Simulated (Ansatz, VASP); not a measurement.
# One calculation of Ba2H, two programs

```xyz
3
Lattice="-2.0000 2.0000 4.9063 2.0000 -2.0000 4.9063 2.0000 2.0000 -4.9063" Properties=species:S:1:pos:R:3 pbc="T T T"
Ba    0.0000    0.0000    6.5254
Ba    0.0000    0.0000    3.2872
H     0.0000    0.0000    0.0000
```

Alike in both runs: task relaxation of cell and atoms; functional PBE; k mesh 6 × 6 × 6; occupations gaussian, width 0.1 eV; no spin polarisation.

```csv
,VASP,Ansatz
version,VASP 6.6.1,Ansatz 0.2.0
potentials or method,"VASP PAW PBE potentials, release 64 (Ba_sv, H), cutoff 600 eV","scalar-relativistic, plane waves, PAW"
valence electrons in the cell,21,21
```

|  | VASP | Ansatz | Ansatz less VASP |
| --- | --- | --- | --- |
| gap on the k mesh at the Fermi level, each at its own relaxed structure (eV) | none | none | - |
| relaxed volume (Å³/atom) | 35.96 | 35.00 | -0.960 |
| relaxed length of the cell vector where the two differ most in proportion (Å) | 7.772 | 7.720 | -0.0517 |

A gap of «none» marks a metal or a gap that the smearing closes.

The k mesh is coarse, so the values compare programs but aren't converged. Spin-orbit coupling is off throughout. Noted on VASP's run: the volume moved by over 15 % at a fixed basis, so the end points are rough.
